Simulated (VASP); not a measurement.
# C (R-3m) in VASP: further runs, part 2 of 2

VASP 6.6.1. The steps go on from the part before.

**3. Single point, PBE (atoms displaced along a vibrational mode)**

Contents of INCAR:

```
PREC = Accurate
ENCUT = 520
EDIFF = 1E-7
ISMEAR = 0
SIGMA = 0.05
LREAL = False
LASPH = True
NELM = 60
ALGO = Normal
ISIF = 2
LWAVE = False
LCHARG = False
GGA = PE
NBANDS = 16
```

Contents of KPOINTS:

```
regular mesh
0
Gamma
  12 12 10
```

Contents of POSCAR:

```
C
1.0
    0.0000000000     -1.7834000000     -1.7834000000
   -1.7834000000      0.0000000000     -1.7834000000
    1.7834000000      1.7834000000     -3.5668000000
C
4
Direct
    0.7378599108      0.7378599108      0.7540466964
    0.2378599108      0.2378599108      0.2540466964
    0.3871400892      0.3871400892      0.8709533036
    0.8871400892      0.8871400892      0.3709533036
```

Potentials or basis: VASP PAW PBE potentials, release 64 (C).

Launch:

```console
> cat potpaw_PBE.64/C/POTCAR > POTCAR
> mpirun -np 1 vasp_std > vasp.out
```

OUTCAR:

```text
PREC = Accurate
   ENCUT = 520
   EDIFF = 1E-7
   ISMEAR = 0
   LREAL = False
   LASPH = True
   NELM = 60
   ISIF = 2
   GGA = PE

 ion  position               nearest neighbor table
   1  0.738  0.738  0.754-   3 1.44   3 1.58   3 1.58   4 1.58
   2  0.238  0.238  0.254-   4 1.44   4 1.58   4 1.58   3 1.58
   3  0.387  0.387  0.871-   1 1.44   1 1.58   1 1.58   2 1.58
   4  0.887  0.887  0.371-   2 1.44   2 1.58   2 1.58   1 1.58

  LATTYP: Found a trigonal (rhomboedric) cell.
 ALAT       =     4.3684200073
 COS(alpha) =     0.8333333333

  Lattice vectors:

 A1 = (   1.7834000000,   3.5668000000,  -1.7834000000)
 A2 = (   3.5668000000,   1.7834000000,  -1.7834000000)
 A3 = (   1.7834000000,   1.7834000000,  -3.5668000000)

Analysis of symmetry for initial positions (statically):
=====================================================================
 Subroutine PRICEL returns following result:

  LATTYP: Found a face centered cubic cell.
 ALAT       =     3.5668000000

  Lattice vectors:

 A1 = (   0.0000000000,  -1.7834000000,   1.7834000000)
 A2 = (   1.7834000000,  -1.7834000000,   0.0000000000)
 A3 = (   1.7834000000,   0.0000000000,   1.7834000000)

   2 primitive cells build up your supercell.

 Routine SETGRP: Setting up the symmetry group for a
 trigonal (rhombohedral) supercell.

 Subroutine GETGRP returns: Found  4 space group operations
 (whereof  2 operations were pure point group operations)
 out of a pool of 12 trial point group operations.

The static configuration has the point symmetry C_1h.
 The point group associated with its full space group is C_2h.

Analysis of symmetry for dynamics (positions and initial velocities):
=====================================================================
 Subroutine PRICEL returns following result:

  LATTYP: Found a face centered cubic cell.
 ALAT       =     3.5668000000
[... 152 lines left out ...]
   EMIN   =  10.00;   EMAX   =-10.00  energy-range for DOS
   EFERMI =   0.00;   METHOD = LEGACY
   ISMEAR =     0;   SIGMA  =   0.05  broadening in eV -4-tet -1-fermi 0-gaus
   EFERMI_NEDOS =   21; number of points for ismear=-14 and -15
   IALGO  =     38    algorithm
   IMIX   =      4    mixing-type and parameters
     AMIX     =   0.40;   BMIX     =  1.00
     AMIX_MAG =   1.60;   BMIX_MAG =  1.00
  volume/ion in A,a.u.               =       5.67        38.28
  Fermi-wavevector in a.u.,A,eV,Ry     =   1.457178  2.753668 28.890189  2.123369
  Thomas-Fermi vector in A             =   2.574010
   LORBIT       =      0    0 simple, 1 ext, 2 COOP (PROOUT), +10 PAW based schemes
   GGA     = PE    functional components
   LHFCALC =     F    Hartree Fock is set to
   AEXX    =    0.0000 exact exchange contribution
   IVDW    =     0    specifies the selected vdW correction
   LEPSILON=     F    determine dielectric tensor
   LRPA    =     F    only Hartree local field effects (RPA)
 non-spin polarized calculation
 Gauss-broadening in eV      SIGMA  =   0.05
  energy-cutoff  :      520.00
  volume of cell :       22.69
 maximum number of plane-waves:       625
   NGX =  9   NGY =  9   NGZ = 17

 number of electron      16.0000000 magnetization

 Free energy of the ion-electron system (eV)
  ---------------------------------------------------
  ext. energy  EPLUGINS =         0.00000000
  ---------------------------------------------------
  free energy    TOTEN  =       -35.95224787 eV

  energy without entropy =      -35.95224787  energy(sigma->0) =      -35.95224787

 E-fermi :  10.8875     XC(G=0): -13.2519

 val. band max:       10.6601673196   @ k =   0.0000   0.0000   0.0000
 cond. band min:      13.7116530945   @ k =  -0.4167  -0.4167   0.2000
 fundamental gap:      3.0514857749
 Fermi energy:        10.8875065728

 k-point     1 :       0.0000    0.0000    0.0000
  band No.  band energies     occupation
      1     -11.7715      2.00000
      2      -6.1307      2.00000
      3      -3.4204      2.00000
      4       5.9592      2.00000
      5       7.8421      2.00000
      6       7.9935      2.00000
[... 433 lines left out ...]
      3      -1.1001      2.00000
      4      -0.5931      2.00000
      5       1.5553      2.00000
      6       2.7058      2.00000
[... 8 lines left out ...]
     15      24.4123      0.00000
     16      25.4914      0.00000

 [... further k-points ...]
[... 5 lines left out ...]
  --------------------------------------------------------------------------------------
  -------------------------------------------------------------------------------------
  Total        0.9197650      0.9197650      0.9196697      0.7169350      0.7171562      0.7171562
  in kB       64.9503014     64.9503014     64.9435762     50.6272176     50.6428377     50.6428377
  external PRESSURE =      64.9480597 kB  Pullay stress =       0.0000000 kB

 VOLUME and BASIS-vectors are now :
 -----------------------------------------------------------------------------
  energy-cutoff  :      520.00
  volume of cell :       22.69
      direct lattice vectors                 reciprocal lattice vectors
     0.000000000 -1.783400000 -1.783400000     0.140181675 -0.420545026 -0.140181675
    -1.783400000  0.000000000 -1.783400000    -0.420545026  0.140181675 -0.140181675
     1.783400000  1.783400000 -3.566800000     0.140181675  0.140181675 -0.140181675

 POSITION                                       TOTAL-FORCE (eV/Angst)
 -----------------------------------------------------------------------------------
      0.02887      0.02887     -5.32133        -2.546906     -2.546906     -2.547004
      0.02887      0.02887     -1.75453        -2.546906     -2.546906     -2.547004
      0.86283      0.86283     -4.48737         2.546906      2.546906      2.547004
     -0.92057     -0.92057     -4.48737         2.546906      2.546906      2.547004
 -----------------------------------------------------------------------------------
    total drift:                                0.000000      0.000000     -0.000000

  FREE ENERGIE OF THE ION-ELECTRON SYSTEM (eV)
  ---------------------------------------------------
  free  energy   TOTEN  =       -35.9522478727 eV

  energy  without entropy=      -35.9522478727  energy(sigma->0) =      -35.95224787
```

It took 86 s on 1 thread of Intel Xeon Platinum 8259CL at 2.50GHz (Skylake/Cascade Lake), shared host; peak memory 0.21 GiB.

What came out:

* Free energy: -35.9522 eV
* Pressure: 6.5 GPa
* Largest force: 4.411 eV/Å
* Band gap on the k mesh: 3.05 eV

Forces on the atoms (eV/Å):
```
C   -2.547 -2.547 -2.547
C   -2.547 -2.547 -2.547
C    2.547  2.547  2.547
C    2.547  2.547  2.547
```

Stress tensor (GPa, compression positive):
```
6.50 5.06 5.06
5.06 6.50 5.06
5.06 5.06 6.49
```

Levels at points of the mesh, in eV from the valence-band top:
```
           k point  band 5  band 6  band 7  band 8  band 9  band 10  band 11  band 12
(0.00, 0.00, 0.00)   -2.82   -2.67    0.00    0.00    3.79     3.79     5.80     6.30
(0.50, 0.00, 0.00)   -7.66   -7.66   -5.90   -5.90    4.47     4.47    10.59    10.59
(0.50, 0.50, 0.00)   -7.41   -6.99   -3.57   -3.57    3.29     4.11     7.91     7.91
(0.00, 0.00, 0.50)   -3.68   -3.68   -1.82   -1.82    5.55     5.55     6.51     6.51
(0.50, 0.00, 0.50)   -7.41   -6.99   -4.70   -2.82    3.29     4.11     5.80     7.36
(0.50, 0.50, 0.50)   -7.38   -7.38   -5.59   -5.59    5.35     5.35     9.96     9.96
```

Caveat: the cell differs from its parent crystal (atoms displaced along a vibrational mode); the cell stands under pressure; forces of over 1 eV/Å act on the atoms, so gaps and moduli don't describe the material at rest. A k mesh can miss the band edges.
